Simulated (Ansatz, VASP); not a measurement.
**Two plane-wave programs on Tl**

File POSCAR:

```
Tl
1.0
    3.3854495917      0.0000000000      0.0000000000
   -1.6927247959      2.9318853497      0.0000000000
    0.0000000000      0.0000000000      5.4122132507
Tl
2
Direct
    0.6666666667      0.3333333333      0.7500000000
    0.3333333333      0.6666666667      0.2500000000
```

File INCAR.step1:

```
ALGO = Normal
EDIFF = 1E-4
ENCUT = 520
GGA = PE
ISMEAR = -1
LASPH = True
LCHARG = False
LREAL = False
LWAVE = True
NBANDS = 20
NELM = 60
PREC = Accurate
SIGMA = 0.05
```

Contents of INCAR.step2:

```
ALGO = Normal
EDIFF = 1E-6
ENCUT = 520
ISIF = 2
ISMEAR = -1
ISTART = 1
LASPH = True
LCHARG = False
LMIXTAU = True
LREAL = False
LWAVE = False
METAGGA = R2SCAN
NBANDS = 20
NELM = 60
PREC = Accurate
SIGMA = 0.05
```

The input KPOINTS:

```
k-points
0
Gamma
  9 9 5
```

Contents of input.yaml:

```yaml
crystal:
  lattice:
    - [3.3854495917, 0.0, 0.0]
    - [-1.6927247959, 2.9318853497, 0.0]
    - [0.0, 0.0, 5.4122132507]
  atoms:
    - { symbol: Tl, position: [0.6666666667, 0.3333333333, 0.75] }
    - { symbol: Tl, position: [0.3333333333, 0.6666666667, 0.25] }
hamiltonian:
  xc: r2scan
  pseudopotentials: { kind: paw }
kpoints:
  mp_grid: { grid: [9, 9, 5] }
scf:
  occupations: { method: fermi_dirac, width: 0.05 }
output:
  forces: true
  stress: true
  eigenvalues: true
```

Alike in both runs: task single point; functional r2SCAN; k mesh 9 × 9 × 5; occupations fermi-dirac, width 0.05 eV; no spin polarisation.

```csv
,VASP,Ansatz
version,VASP 6.6.1,Ansatz 0.2.0
potentials or method,"VASP PAW PBE potentials, release 64 (Tl_d)",Ansatz PAW
plane-wave cutoff (eV),520,500
valence electrons in the cell,26,26
```

```csv
,VASP,Ansatz,Ansatz less VASP
gap on the k mesh at the Fermi level (eV),none,none,-
pressure (GPa),5.2,5.2,+0.01
"traceless stress, the component that is largest in VASP (GPa)",1.18,1.18,+0.007
```

VASP's potentials were made for PBE, not for r2SCAN. A gap of «none» marks a metal or a gap that the smearing closes. The functional is the same, so the differences come from potentials, cutoffs and numerics.

Neither program's run includes spin-orbit coupling.
